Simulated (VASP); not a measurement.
Runs of VASP 6.6.1 on ZnO. The structure is that of space group P6_3mc (No. 186), or close to it. The cells are those of the table. 

```csv
cell,gap on the mesh (eV),pressure (GPa),largest force (eV/Å)
"a = 3.249, b = 3.249, c = 5.204 Å, angles 90.0, 90.0, 120.0°, 4 atoms",0.74,-6.0,0.04
"a = 3.313, b = 3.313, c = 5.306 Å, angles 90.0, 90.0, 120.0°, 4 atoms",0.65,(b),0.04
"a = 3.271, b = 3.271, c = 5.238 Å, angles 90.0, 90.0, 120.0°, 4 atoms",(c),-8.5,0.04
"a = 3.292, b = 3.292, c = 5.272 Å, angles 90.0, 90.0, 120.0°, 4 atoms",(a),-10.8,0.04
```

Alike in all rows: task electric field gradients; level LDA; potentials or basis VASP PAW LDA potentials, release 64 (Zn, O); no spin polarisation; k mesh 11 × 11 × 6; cutoff (eV) 520; smearing fermi-dirac 0.02 eV.

Q: Fill in the values left out.

A: (a) 0.68; (b) -12.8; (c) 0.71.

Caveats: the cell stands under tension; semilocal functionals underestimate gaps, and a narrow one can read as zero.

